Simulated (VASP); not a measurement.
Runs of VASP 6.6.1 on GaSb. The structure is that of space group I-4m2 (No. 119), or close to it. The cells are those of the table. 

| cell | gap on the mesh (eV) | pressure (GPa) |
| --- | --- | --- |
| a = 4.208 Å, angles 98.3, 98.3, 135.4°, 2 atoms | none | -4.3 |
| a = 4.210 Å, angles 98.3, 98.3, 135.3°, 2 atoms | none | -4.4 |
| a = 4.212 Å, angles 98.4, 98.4, 135.2°, 2 atoms | none | (b) |
| a = 4.204 Å, angles 98.2, 98.2, 135.7°, 2 atoms | none | -4.0 |
| a = 4.206 Å, angles 98.2, 98.2, 135.6°, 2 atoms | none | -4.1 |
| a = 4.202 Å, angles 98.1, 98.1, 135.8°, 2 atoms | none | -3.9 |
| a = 4.200 Å, angles 98.1, 98.1, 136.0°, 2 atoms | none | (a) |

Alike in all rows: task single point; level LDA; potentials or basis VASP PAW LDA potentials, release 64 (Ga_d, Sb); no spin polarisation; k mesh 8 × 8 × 8; cutoff (eV) 520; smearing gaussian 0.02 eV.

Q: Estimate the missing entries.

A: (a) -3.7; (b) -4.5.

Caveats: spin-orbit coupling is left out, which moves the levels of the heavy elements.

A k mesh can miss the band edges, and the runs leave out spin-orbit coupling on Ga, Sb.

A gap of «none» marks levels without a gap at the run's occupations.
